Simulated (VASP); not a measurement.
Wanted: the native input for a VASP 6.6.1 run.

| Quantity | Value |
| --- | --- |
| Task | electric field gradients |
| Functional | PBE |
| Potentials or basis | VASP PAW PBE potentials, release 64 (Hg_sv_GW) |
| Cutoff | 410 eV |
| k mesh | 8 × 8 × 8 |
| Occupations | fermi-dirac, width 0.05 eV |
| Spin | no spin polarisation |
| Dipole correction | no |
| Further INCAR settings | ALGO = Normal; EDIFF = 1e-08; NBANDS = 27 |

The structure of Hg lies in POSCAR:

```
Hg
1.0
    0.0000000000      3.3303445432      3.3303445432
    3.3303445432      0.0000000000      3.3303445432
    3.3303445432      3.3303445432      0.0000000000
Hg
2
Direct
   -0.1925000000     -0.1025000000     -0.1025000000
    0.1925000000      0.1025000000      0.1025000000
```

This cell differs from its parent crystal: shortest bond scaled by 0.82.

These files were run (other wordings do the same):

INCAR

```
SYSTEM = Hg
PREC = Accurate
ENCUT = 410
EDIFF = 1E-8
ISMEAR = -1
SIGMA = 0.05
LREAL = .FALSE.
LASPH = .TRUE.
NELM = 120
ALGO = Normal
ISIF = 2
LWAVE = .FALSE.
LCHARG = .FALSE.
GGA = PE
LEFG = .TRUE.
NBANDS = 27
GGA_COMPAT = .FALSE.
```

KPOINTS

```
regular mesh
0
G
  8 8 8
  0 0 0
```

Potentials or basis: VASP PAW PBE potentials, release 64 (Hg_sv_GW).

Run with:

```console
$ cat potpaw_PBE.64/Hg_sv_GW/POTCAR > POTCAR
$ mpirun -np 1 vasp_std > vasp.out
```

It gave:

```json
{
  "Pressure": "6.3 GPa",
  "Largest force": "5.185 eV/Å",
  "Band gap on the k mesh": "zero (bands 20 and 21 overlap by 3.07 eV)",
  "Largest electric field gradient by atom": "Hg -294.5 V/Å²"
}
```

Caveat: the cell differs from its parent crystal (shortest bond scaled by 0.82); the cell stands under pressure; without QUAD_EFG the Cq values of the log hold for a quadrupole moment of 1 mb, not for the nuclei; spin-orbit coupling is left out, which moves the levels of the heavy elements; forces of over 1 eV/Å act on the atoms, so gaps and moduli don't describe the material at rest.

Run time: 60 s on 1 thread of AMD EPYC 9R45 96-Core Processor (Zen 5), on a shared host, peak memory 0.21 GiB.
